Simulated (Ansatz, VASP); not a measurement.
Given: the input of a run of Ansatz 0.2.0 on Rb.

The input input.yaml:

```yaml
crystal:
  lattice:
    - [-2.4256466692, 2.4256466692, 8.6551557577]
    - [2.4256466692, -2.4256466692, 8.6551557577]
    - [2.4256466692, 2.4256466692, -8.6551557577]
  atoms:
    - { symbol: Rb, position: [0.5, 0.5, 0.0] }
    - { symbol: Rb, position: [0.25, 0.75, 0.5] }
hamiltonian:
  xc: pbe
  pseudopotentials: { kind: paw }
kpoints:
  mp_grid: { grid: [8, 8, 8] }
scf:
  occupations: { method: fermi_dirac, width: 0.05 }
output:
  forces: true
  stress: true
  eigenvalues: true
```

Potentials or basis: Ansatz PAW.

Command:

```console
$ ansatz run input.yaml --threads 2 --pin off --max-ram 5120MiB --backend cpu --events-out ev --progress --plain --runs-dir out
```

Problem. Set up the same calculation for VASP 6.6.1. Potentials there: VASP PAW PBE potentials, release 64 (Rb_sv).

Solution. As run (the cutoff follows the program's own potentials):

The input INCAR:

```
SYSTEM = Rb
PREC = Accurate
ENCUT = 520
EDIFF = 1E-7
ISMEAR = -1
SIGMA = 0.05
LREAL = .False.
LASPH = .True.
NELM = 60
ALGO = Fast
ISIF = 2
LWAVE = .False.
LCHARG = .False.
GGA = PE
NBANDS = 16
```

File KPOINTS:

```
Automatic mesh
0
Gamma
  8 8 8
  0 0 0
```

POSCAR

```
Rb
1.0
   -2.4256466692      2.4256466692      8.6551557577
    2.4256466692     -2.4256466692      8.6551557577
    2.4256466692      2.4256466692     -8.6551557577
Rb
2
Direct
    0.5000000000      0.5000000000      0.0000000000
    0.2500000000      0.7500000000      0.5000000000
```

Potentials or basis: VASP PAW PBE potentials, release 64 (Rb_sv).

Command:

```bash
$ cat potpaw_PBE.64/Rb_sv/POTCAR > POTCAR
$ mpirun -np 1 vasp_std > vasp.out
```

Both were run:

|  | VASP | Ansatz | Ansatz less VASP |
| --- | --- | --- | --- |
| gap on the k mesh at the Fermi level (eV) | none | none | - |
| pressure (GPa) | -0.1 | -0.1 | 0.00 |

A gap of «none» marks a metal or a gap that the smearing closes. The functional is the same, so the differences come from potentials, cutoffs and numerics.
